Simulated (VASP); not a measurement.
Input of a VASP 6.6.1 run:

File INCAR:

```
SYSTEM = Sc3PIr4
PREC = Accurate
ENCUT = 600
EDIFF = 1E-6
ISMEAR = 0
SIGMA = 0.2
LREAL = .FALSE.
LASPH = .TRUE.
NELM = 60
ALGO = Normal
ISIF = 3
LWAVE = .FALSE.
LCHARG = .FALSE.
GGA = PE
IBRION = 2
NSW = 36
EDIFFG = -0.08
```

The input KPOINTS:

```
Automatic mesh
0
G
  5 5 2
  0 0 0
```

Contents of POSCAR:

```
Sc3PIr4
1.0
    3.4586456800      0.0000000000      0.0000000000
    0.0000000000      3.4586456800      0.0000000000
    0.0000000000      0.0000000000     12.8327175200
Sc P Ir
3 1 4
Direct
    0.0000000000      0.0000000000      0.2493670000
    0.0000000000      0.0000000000      0.5000000000
    0.0000000000      0.0000000000      0.7506330000
    0.0000000000      0.0000000000      0.0000000000
    0.5000000000      0.5000000000      0.1178290000
    0.5000000000      0.5000000000      0.3737939900
    0.5000000000      0.5000000000      0.6262060100
    0.5000000000      0.5000000000      0.8821710000
```

Potentials or basis: VASP PAW PBE potentials, release 64 (Sc_sv, P, Ir).

Command:

```sh
$ cat potpaw_PBE.64/Sc_sv/POTCAR potpaw_PBE.64/P/POTCAR potpaw_PBE.64/Ir/POTCAR > POTCAR
$ mpirun -np 1 vasp_std > vasp.out
```

**Question.** Estimate the relaxed volume.

**Answer.** 16.06 Å³/atom.

**Question.** Estimate the space group after relaxing (to 0.1 Å).

**Answer.** P4/mmm (No. 123).

**Question.** Predict the band gap on the k mesh.

**Answer.** Zero (bands 37 and 38 overlap by 0.59 eV).

Final structure:
```cif
data_structure
_symmetry_space_group_name_H-M 'P 1'
_symmetry_Int_Tables_number 1
_cell_length_a 3.2366
_cell_length_b 3.2366
_cell_length_c 12.2674
_cell_angle_alpha 90.000
_cell_angle_beta 90.000
_cell_angle_gamma 90.000
_cell_volume 128.51
loop_
_atom_site_label
_atom_site_type_symbol
_atom_site_fract_x
_atom_site_fract_y
_atom_site_fract_z
_atom_site_occupancy
Sc1 Sc 0.00000 0.00000 0.24017 1
Sc2 Sc 0.00000 0.00000 0.50000 1
Sc3 Sc 0.00000 0.00000 0.75983 1
P1 P 0.00000 0.00000 0.00000 1
Ir1 Ir 0.50000 0.50000 0.11237 1
Ir2 Ir 0.50000 0.50000 0.37063 1
Ir3 Ir 0.50000 0.50000 0.62937 1
Ir4 Ir 0.50000 0.50000 0.88763 1
```

Caveat: the k points lie up to 0.39 Å⁻¹ apart in the final cell, too coarse for converged energies and pressures of a metal; the volume moved by over 15 % at a fixed basis, so the end points are rough; spin-orbit coupling is left out, which moves the levels of the heavy elements.
